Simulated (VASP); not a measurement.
Runs of VASP 6.6.1 on Pd. The structure is that of space group P6_3/mmc (No. 194), or close to it. The cells are those of the table. This isn't the form of Pd at room conditions, which is fcc.

```csv
cell,gap on the mesh (eV),pressure (GPa),moment (μB)
"a = 2.802, b = 2.802, c = 4.672 Å, angles 90.0, 90.0, 120.0°, 2 atoms",none,-0.3,(b)
"a = 2.764, b = 2.764, c = 4.609 Å, angles 90.0, 90.0, 120.0°, 2 atoms",none,6.2,0.68
"a = 2.725, b = 2.725, c = 4.544 Å, angles 90.0, 90.0, 120.0°, 2 atoms",none,14.7,(a)
"a = 2.685, b = 2.685, c = 4.477 Å, angles 90.0, 90.0, 120.0°, 2 atoms",none,25.6,0.42
```

Alike in all rows: task single point; level RPBE; potentials or basis VASP PAW PBE potentials, release 64 (Pd); spin collinear; k mesh 15 × 15 × 8; cutoff (eV) 520; smearing fermi-dirac 0.05 eV.

**Question.** Estimate the missing entries.

**Answer.** (a) 0.59; (b) 0.73.

Caveats: the PAW data sets were made with another functional, which shifts forces and pressure a little; the cell stands under pressure (at least some runs); a moment this small can come from the mesh or the smearing (at least some runs).

A k mesh can miss the band edges, and the runs leave out spin-orbit coupling on Pd.

A gap of «none» marks levels without a gap at the run's occupations.
